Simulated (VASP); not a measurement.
# HW8C8 in VASP: notebook

Runs on HW8C8. Level: PBE. Tasks: single point.

Everything below comes from runs of VASP 6.6.1. Logs are shortened: lines on timing, memory, paths and dates and some standing lists are left out, and cuts for length are marked.

### 1 The cell of the first run

The cell holds a slab with vacuum, 17 atoms: a = 5.796 Å, b = 5.658 Å, c = 17.183 Å, α = 90.00°, β = 90.00°, γ = 90.00°.

### 2 Single point, PBE

The input, INCAR:

```
SYSTEM = HW8C8
ALGO = Normal ; EDIFF = 1E-6
ENCUT = 520 ; GGA = PE
ISIF = 2 ; ISMEAR = -1
LASPH = .TRUE. ; LCHARG = .FALSE.
LREAL = Auto ; LWAVE = .FALSE.
NBANDS = 86 ; NELM = 60
PREC = Accurate ; SIGMA = 0.05
```

The input, KPOINTS:

```
k-points
0
G
  2 2 1
  0 0 0
```

The input, POSCAR:

```
HW8C8
1.0
    5.7958000000      0.0000000000      0.0000000000
    0.0000000000      5.6578000000      0.0000000000
    0.0000000000      0.0000000000     17.1827580000
W C H
8 8 1
Direct
    0.0000000000      0.0000000000      0.0581978749
    0.2692639498     -0.0145816395      0.1888055457
    0.0000000000      0.5000000000      0.0581978749
    0.2572207461      0.4917812577      0.1960162623
    0.5000000000      0.0000000000      0.0581978749
    0.7484385244     -0.0072643077      0.2028312335
    0.5000000000      0.5000000000      0.0581978749
    0.7903999448      0.4759270388      0.1995372338
    0.0305566100      0.2258298278      0.1410250904
    0.3175057800      0.2231609460      0.2898021377
    0.0193415922      0.7581568808      0.1387088150
    0.0700852341      0.7780055852      0.2619951931
    0.4894233755      0.2448654954      0.1408854155
    0.5274509127      0.1498815794      0.2762420329
    0.5099899928      0.7291173248      0.1478982594
    0.8398840540      0.7004489377      0.2895984451
   -0.2222643984      0.7044964474      0.3499496414
```

Potentials or basis: VASP PAW PBE potentials, release 64 (W_sv, C, H).

Started as:

```console
$ cat potpaw_PBE.64/W_sv/POTCAR potpaw_PBE.64/C/POTCAR potpaw_PBE.64/H/POTCAR > POTCAR
$ mpirun -np 1 vasp_std > vasp.out
```

OUTCAR:

```text
SYSTEM = HW8C8
   EDIFF = 1E-6
   ENCUT = 520
   GGA = PE
   ISIF = 2
   ISMEAR = -1
   LASPH = .TRUE.
   LREAL = Auto
   NELM = 60
   PREC = Accurate

 ion  position               nearest neighbor table
   1  0.000  0.000  0.058-   9 1.92  11 1.95   2 2.73   3 2.83   3 2.83   6 2.88   5 2.90   5 2.90

   2  0.269  0.985  0.189-  12 2.07   9 2.11  13 2.11  11 2.12  15 2.13  10 2.21  14 2.32   5 2.61
                             1 2.73   6 2.79   4 2.80   4 2.87   6 3.03
   3  0.000  0.500  0.058-  11 2.01   9 2.11   8 2.72   4 2.80   1 2.83   1 2.83   7 2.90   7 2.90

   4  0.257  0.492  0.196-  15 2.15  13 2.16   9 2.21  10 2.24  12 2.25  11 2.27   8 2.71   7 2.75
                             2 2.80   3 2.80   2 2.87   8 3.09
   5  0.500  0.000  0.058-  13 1.99  15 2.17   2 2.61   7 2.83   7 2.83   6 2.87   1 2.90   1 2.90

   6  0.748  0.993  0.203-  14 2.01  15 2.24  16 2.29  13 2.33  11 2.33   9 2.35  12 2.45   8 2.75
                             2 2.79   5 2.87   1 2.88   8 2.93   2 3.03
   7  0.500  0.500  0.058-  15 2.01  13 2.03   4 2.75   5 2.83   5 2.83   3 2.90   3 2.90   8 2.96

   8  0.790  0.476  0.200-  16 2.02   9 2.22  11 2.32  15 2.34  13 2.40  12 2.59   4 2.71   3 2.72
                            14 2.73   6 2.75   6 2.93   7 2.96   4 3.09
   9  0.031  0.226  0.141-   1 1.92   2 2.11   3 2.11   4 2.21   8 2.22   6 2.35
  10  0.318  0.223  0.290-  14 1.31   2 2.21   4 2.24
  11  0.019  0.758  0.139-   1 1.95   3 2.01   2 2.12   4 2.27   8 2.32   6 2.33
  12  0.070  0.778  0.262-  16 1.48   2 2.07   4 2.25   6 2.45   8 2.59
  13  0.489  0.245  0.141-   5 1.99   7 2.03   2 2.11   4 2.16   6 2.33   8 2.40
  14  0.527  0.150  0.276-  10 1.31   6 2.01   2 2.32   8 2.73
  15  0.510  0.729  0.148-   7 2.01   2 2.13   4 2.15   5 2.17   6 2.24   8 2.34
  16  0.840  0.700  0.290-  17 1.10  12 1.48   8 2.02   6 2.29
  17  0.778  0.704  0.350-  16 1.10

  LATTYP: Found a simple orthorhombic cell.
 ALAT       =     5.6578000000
 B/A-ratio  =     1.0243911061
 C/A-ratio  =     3.0370034289

  Lattice vectors:

 A1 = (   0.0000000000,  -5.6578000000,   0.0000000000)
 A2 = (   5.7958000000,   0.0000000000,   0.0000000000)
 A3 = (   0.0000000000,   0.0000000000,  17.1827580000)

Analysis of symmetry for initial positions (statically):
=====================================================================
 Subroutine PRICEL returns:
 Original cell was already a primitive cell.

 Routine SETGRP: Setting up the symmetry group for a
 simple orthorhombic supercell.

 Subroutine GETGRP returns: Found  1 space group operations
 (whereof  1 operations were pure point group operations)
 out of a pool of  8 trial point group operations.

The static configuration has the point symmetry C_1 .

Analysis of symmetry for dynamics (positions and initial velocities):
=====================================================================
 Subroutine PRICEL returns:
 Original cell was already a primitive cell.

 Routine SETGRP: Setting up the symmetry group for a
 simple orthorhombic supercell.

 Subroutine GETGRP returns: Found  1 space group operations
 (whereof  1 operations were pure point group operations)
 out of a pool of  8 trial point group operations.

The dynamic configuration has the point symmetry C_1 .

 Subroutine INISYM returns: Found  1 space group operations
 (whereof  1 operations are pure point group operations),
 and found     1 'primitive' translations

----------------------------------------------------------------------------------------

                                     Primitive cell

  volume of cell :     563.4480

  direct lattice vectors                    reciprocal lattice vectors
     5.795800000  0.000000000  0.000000000     0.172538735  0.000000000  0.000000000
     0.000000000  5.657800000  0.000000000     0.000000000  0.176747146  0.000000000
     0.000000000  0.000000000 17.182758000     0.000000000  0.000000000  0.058197875

  length of vectors
     5.795800000  5.657800000 17.182758000     0.172538735  0.176747146  0.058197875

  position of ions in fractional coordinates (direct lattice)
     0.000000000  0.000000000  0.058197875
     0.269263950  0.985418360  0.188805546
     0.000000000  0.500000000  0.058197875
     0.257220746  0.491781258  0.196016262
     0.500000000  0.000000000  0.058197875
     0.748438524  0.992735692  0.202831233
[... 9 lines left out ...]
     0.839884054  0.700448938  0.289598445
     0.777735602  0.704496447  0.349949641

  ion indices of the primitive-cell ions
   primitive index   ion index
                 1           1
                 2           2
                 3           3
                 4           4
                 5           5
                 6           6
[... 9 lines left out ...]
                16          16
                17          17

----------------------------------------------------------------------------------------

 KPOINTS: k-points

Automatic generation of k-mesh.
 Grid dimensions read from file:
 generate k-points for:    2    2    1

 Generating k-lattice:

  Cartesian coordinates                     Fractional coordinates (reciprocal lattice)
     0.086269367  0.000000000  0.000000000     0.500000000  0.000000000  0.000000000
     0.000000000  0.088373573  0.000000000     0.000000000  0.500000000  0.000000000
     0.000000000  0.000000000  0.058197875     0.000000000  0.000000000  1.000000000

  Length of vectors
     0.086269367  0.088373573  0.058197875

  Shift w.r.t. Gamma in fractional coordinates (k-lattice)
     0.000000000  0.000000000  0.000000000

 Subroutine IBZKPT returns following result:
 ===========================================

 Found      4 irreducible k-points:

 Following reciprocal coordinates:
            Coordinates               Weight
  0.000000  0.000000  0.000000      1.000000
  0.500000  0.000000  0.000000      1.000000
  0.000000  0.500000  0.000000      1.000000
  0.500000  0.500000  0.000000      1.000000
   k-points           NKPTS =      4   k-points in BZ     NKDIM =      4   number of bands    NBANDS=     86
   number of dos      NEDOS =    301   number of ions     NIONS =     17
   total plane-waves  NPLWV = 258048
   dimension x,y,z NGX =    48 NGY =   42 NGZ =  128
   dimension x,y,z NGXF=    96 NGYF=   84 NGZF=  256
   ions per type =               8   8   1
   NGX,Y,Z   is equivalent  to a cutoff of  13.77, 12.34, 12.38 a.u.
   NGXF,Y,Z  is equivalent  to a cutoff of  27.54, 24.68, 24.77 a.u.
 SYSTEM =  HW8C8
   PREC   = accura    normal or accurate (medium, high low for compatibility)
   ISTART =      0    job   : 0-new  1-cont  2-samecut
   ICHARG =      2    charge: 1-file 2-atom 10-const
   ISPIN  =      1    spin polarized calculation?
   LNONCOLLINEAR =      F non collinear calculations
   LSORBIT =      F    spin-orbit coupling
   LASPH  =      T    aspherical Exc in radial PAW
   ENCUT  =  520.0 eV  38.22 Ry    6.18 a.u.  10.78 10.52 31.95*2*pi/ulx,y,z
   NELM   =     60;   NELMIN=  2; NELMDL= -5     # of ELM steps
   EDIFF  = 0.1E-05   stopping-criterion for ELM
   LREAL  =      T    real-space projection
   EDIFFG = 0.1E-04   stopping-criterion for IOM
   NSW    =      0    number of steps for IOM
   IBRION =     -1    ionic relax: 0-MD 1-quasi-New 2-CG
   NFREE  =      0    steps in history (QN), initial steepest desc. (CG)
   ISIF   =      2    stress and relaxation
   ISYM   =      2    0-nonsym 1-usesym 2-fastsym
   POTIM  = 0.5000    time-step for ionic-motion
   TEBEG  =    0.0;   TEEND  =   0.0 temperature during run
   PSTRESS=    0.0 pullay stress
   NELECT =     145.0000    total number of electrons
   NUPDOWN=      -1.0000    fix difference up-down
   EMIN   =  10.00;   EMAX   =-10.00  energy-range for DOS
   EFERMI =   0.00;   METHOD = LEGACY
   ISMEAR =    -1;   SIGMA  =   0.05  broadening in eV -4-tet -1-fermi 0-gaus
   EFERMI_NEDOS =   21; number of points for ismear=-14 and -15
   IALGO  =     38    algorithm
   IMIX   =      4    mixing-type and parameters
     AMIX     =   0.40;   BMIX     =  1.00
     AMIX_MAG =   1.60;   BMIX_MAG =  1.00
  volume/ion in A,a.u.               =      33.14       223.67
  Fermi-wavevector in a.u.,A,eV,Ry     =   1.041309  1.967788 14.753124  1.084324
  Thomas-Fermi vector in A             =   2.175924
   LORBIT       =      0    0 simple, 1 ext, 2 COOP (PROOUT), +10 PAW based schemes
   GGA     = PE    functional components
   LHFCALC =     F    Hartree Fock is set to
   AEXX    =    0.0000 exact exchange contribution
   IVDW    =     0    specifies the selected vdW correction
   LEPSILON=     F    determine dielectric tensor
   LRPA    =     F    only Hartree local field effects (RPA)
 non-spin polarized calculation
  energy-cutoff  :      520.00
  volume of cell :      563.45
 maximum number of plane-waves:     15166
 NGX is ok and might be reduce to    48
   NGX = 21   NGY = 21   NGZ = 63

 number of electron     144.9999991 magnetization

 Free energy of the ion-electron system (eV)
  ---------------------------------------------------
  ext. energy  EPLUGINS =         0.00000000
  ---------------------------------------------------
  free energy    TOTEN  =      -162.43375119 eV

  energy without entropy =     -162.33564971  energy(sigma->0) =     -162.38470045

 E-fermi :   0.1981     XC(G=0):  -5.3820

 val. band max:        0.1896892399   @ k =   0.5000   0.0000   0.0000
 cond. band min:       0.2500199805   @ k =   0.0000   0.5000   0.0000
 fundamental gap:      0.0603307406
 Fermi energy:         0.1980564496

 k-point     1 :       0.0000    0.0000    0.0000
  band No.  band energies     occupation
      1     -74.3105      2.00000
      2     -74.2641      2.00000
      3     -74.2557      2.00000
      4     -74.2169      2.00000
      5     -73.9233      2.00000
      6     -73.9081      2.00000
[... 76 lines left out ...]
     83       2.7783      0.00000
     84       2.9453      0.00000

 k-point     2 :       0.5000    0.0000    0.0000
  band No.  band energies     occupation
      1     -74.3036      2.00000
      2     -74.2728      2.00000
      3     -74.2450      2.00000
      4     -74.2258      2.00000
      5     -73.9184      2.00000
      6     -73.9102      2.00000
[... 76 lines left out ...]
     83       2.1572      0.00000
     84       2.2376      0.00000

 k-point     3 :       0.0000    0.5000    0.0000
  band No.  band energies     occupation
      1     -74.2989      2.00000
      2     -74.2742      2.00000
      3     -74.2429      2.00000
      4     -74.2313      2.00000
      5     -73.9176      2.00000
      6     -73.9049      2.00000
[... 76 lines left out ...]
     83       2.1955      0.00000
     84       2.3671      0.00000

 k-point     4 :       0.5000    0.5000    0.0000
  band No.  band energies     occupation
      1     -74.2946      2.00000
      2     -74.2648      2.00000
      3     -74.2513      2.00000
      4     -74.2366      2.00000
      5     -73.9150      2.00000
      6     -73.9034      2.00000
[... 76 lines left out ...]
     83       1.4592      0.00000
     84       1.7400      0.00000
 [bands above 84 left out]

------------------------ aborting loop because EDIFF is reached ----------------------------------------

  FORCE on cell =-STRESS in cart. coord.  units (eV):
  Direction    XX          YY          ZZ          XY          YZ          ZX
  --------------------------------------------------------------------------------------
  -------------------------------------------------------------------------------------
  Total       -0.4751914      8.5001041     16.0174735     -1.5062224      9.2761534     -6.3618598
  in kB       -1.3512177     24.1702405     45.5460522     -4.2829780     26.3769544    -18.0900940
  external PRESSURE =      22.7883584 kB  Pullay stress =       0.0000000 kB

 VOLUME and BASIS-vectors are now :
 -----------------------------------------------------------------------------
  energy-cutoff  :      520.00
  volume of cell :      563.45
      direct lattice vectors                 reciprocal lattice vectors
     5.795800000  0.000000000  0.000000000     0.172538735  0.000000000  0.000000000
     0.000000000  5.657800000  0.000000000     0.000000000  0.176747146  0.000000000
     0.000000000  0.000000000 17.182758000     0.000000000  0.000000000  0.058197875

 POSITION                                       TOTAL-FORCE (eV/Angst)
 -----------------------------------------------------------------------------------
      0.00000      0.00000      1.00000        -0.528395     -0.851641     -3.862361
      1.56060      5.57530      3.24420        -0.187461      0.250164      3.159998
      0.00000      2.82890      1.00000         0.059344     -0.795528     -0.541242
      1.49080      2.78240      3.36810         0.705997     -0.367469      0.738935
      2.89790      0.00000      1.00000         1.513784     -0.868798     -2.066494
      4.33780      5.61670      3.48520         2.325407     -0.555089     -0.960380
[... 9 lines left out ...]
      4.86780      3.96300      4.97610         1.432375      1.717394      0.577304
      4.50760      3.98590      6.01310         0.181720      0.004152     -0.156219
 -----------------------------------------------------------------------------------
    total drift:                               -0.001925     -0.001901     -0.004470

  FREE ENERGIE OF THE ION-ELECTRON SYSTEM (eV)
  ---------------------------------------------------
  free  energy   TOTEN  =      -162.4337511895 eV

  energy  without entropy=     -162.3356497080  energy(sigma->0) =     -162.38470045
```

Run time: 4.1 min. Hardware: 1 thread of Intel Xeon 6975P-C (Granite Rapids), shared host; peak memory 0.6 GiB.

What came out:

```yaml
Free_energy: -162.4338 eV
Largest_force: 3.990 eV/Å
```

Forces on the atoms (eV/Å):
```
W   -0.528 -0.852 -3.862
W   -0.187  0.250  3.160
W    0.059 -0.796 -0.541
W    0.706 -0.367  0.739
W    1.514 -0.869 -2.066
W    2.325 -0.555 -0.960
W    0.783 -0.261 -1.044
W   -3.301 -0.493 -1.613
C   -1.403  2.230  2.159
C   -0.219  1.285  0.085
C   -0.619 -2.021  0.989
C   -3.176 -0.904  0.719
C    2.162  0.825  0.287
C   -0.272  0.259  0.931
C    0.542  0.547  0.599
C    1.432  1.717  0.577
H    0.182  0.004 -0.156
```

Caveat: the k points lie up to 0.56 Å⁻¹ apart; spin-orbit coupling is left out, which moves the levels of the heavy elements.

### 3 Single point, PBE

The input, INCAR:

```
PREC = Accurate ; ENCUT = 520
EDIFF = 1E-7 ; ISMEAR = -1
SIGMA = 0.05 ; LREAL = Auto
LASPH = True ; NELM = 80
ALGO = Normal ; ISIF = 2
LWAVE = False ; LCHARG = True
GGA = PE ; LELF = True
LVHAR = True ; NBANDS = 86
```

The input, KPOINTS:

```
Automatic mesh
0
Gamma
  2 2 1
```

The input, POSCAR:

```
HW8C8
1.0
    5.7958000000      0.0000000000      0.0000000000
    0.0000000000      5.6578000000      0.0000000000
    0.0000000000      0.0000000000     17.1827580000
W C H
8 8 1
Direct
    0.0000000000      0.0000000000      0.0581978749
    0.2671072156     -0.0157658454      0.2079759256
    0.0000000000      0.5000000000      0.0581978749
    0.2701266434      0.4975432147      0.2002763468
    0.5000000000      0.0000000000      0.0581978749
    0.7760447220      0.0121248542      0.2067130317
    0.5000000000      0.5000000000      0.0581978749
    0.7171399979      0.5010428082      0.2014868626
   -0.0120086960      0.2568666266      0.1541894497
    0.3469408882      0.2348616070      0.2982757483
    0.0155112323      0.7384318993      0.1398378537
    0.0284171296      0.7216409205      0.2653182917
    0.5030194279      0.2448831701      0.1435566979
    0.5614928051      0.1863268408      0.2796116898
    0.4806239001      0.7624518364      0.1478924396
    0.8044963594      0.7104174768      0.2969488367
   -0.2640877877      0.6588603344      0.3529817507
```

Potentials or basis: VASP PAW PBE potentials, release 64 (W_sv, C, H).

Started as:

```console
$ cat potpaw_PBE.64/W_sv/POTCAR potpaw_PBE.64/C/POTCAR potpaw_PBE.64/H/POTCAR > POTCAR
$ mpirun -np 1 vasp_std > vasp.out
```

Wall time 4.3 min (1 thread of Intel Xeon 6975P-C (Granite Rapids), shared host); peak memory 0.6 GiB.

It converged, with:

* Free energy: -162.8136 eV
* Largest force: 4.416 eV/Å

Forces in eV/Å, atoms in the order of the input:
```
W    0.589  0.569  0.789
W   -1.160  1.491 -0.680
W   -0.428 -1.202  0.218
W   -3.002 -0.023  0.385
W    0.419  0.298 -0.165
W   -1.370 -2.186 -0.519
W   -0.054  0.380 -0.486
W    4.291 -0.685 -0.787
C    1.130 -0.014 -0.576
C   -1.057  0.925 -0.123
C   -0.737  0.818  1.314
C   -0.394  0.084  0.286
C   -0.382 -0.082 -0.103
C   -0.293 -0.521  0.568
C    1.970 -1.296 -0.017
C    0.447  0.913 -0.570
H    0.032  0.532  0.466
```

Levels at points of the mesh, in eV from the Fermi level:
```csv
k point,band 69,band 70,band 71,band 72,band 73,band 74,band 75,band 76
"(0.00, 0.00, 0.00)",-0.46,-0.35,-0.15,0.04,0.45,0.51,0.65,1.02
"(0.50, 0.00, 0.00)",-0.81,-0.60,-0.16,-0.07,-0.04,0.08,0.47,0.74
"(0.00, 0.50, 0.00)",-0.89,-0.83,-0.47,-0.13,0.24,0.43,0.54,0.72
"(0.50, 0.50, 0.00)",-1.04,-0.82,-0.65,-0.43,-0.28,-0.18,0.07,0.30
```

Caveat: the k points lie up to 0.56 Å⁻¹ apart; spin-orbit coupling is left out, which moves the levels of the heavy elements.

(Continued in part 2 of 2.)
